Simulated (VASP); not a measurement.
Ag:

```
Ag
1.0
     0.00000    2.06750    2.06750
     2.06750    0.00000    2.06750
     2.06750    2.06750    0.00000
Ag
1
Direct
  0.00000 0.00000 0.00000
```

```yaml
Program: VASP 6.6.1
Task: relaxation of cell and atoms
Functional: LDA
Potentials_or_basis: VASP PAW LDA potentials, release 64 (Ag)
Cutoff: 600 eV
k_mesh: 8 × 8 × 8
Occupations: gaussian, width 0.1 eV
Spin: no spin polarisation
```

At the start: pressure -9.6 GPa; volume 17.68 Å³/atom.

Task: Where does the relaxation end?

Result: Over 3 steps the energy falls by 52.3 meV/atom and the volume is 16.12 Å³/atom (-8.8 %); space group Fm-3m (No. 225, to 0.05 Å).

The path:
```csv
step,energy change (eV),largest force (eV/Å),pressure (GPa),volume (Å³)
1,0.0000,0.0000,-9.58,17.68
2,-0.0207,0.0000,10.89,15.11
3,-0.0523,0.0000,0.03,16.12
```

Final structure:
```
CELL_PARAMETERS angstrom
0.00000 2.00518 2.00518
2.00518 0.00000 2.00518
2.00518 2.00518 0.00000
ATOMIC_POSITIONS crystal
Ag 0.00000 0.00000 0.00000
```
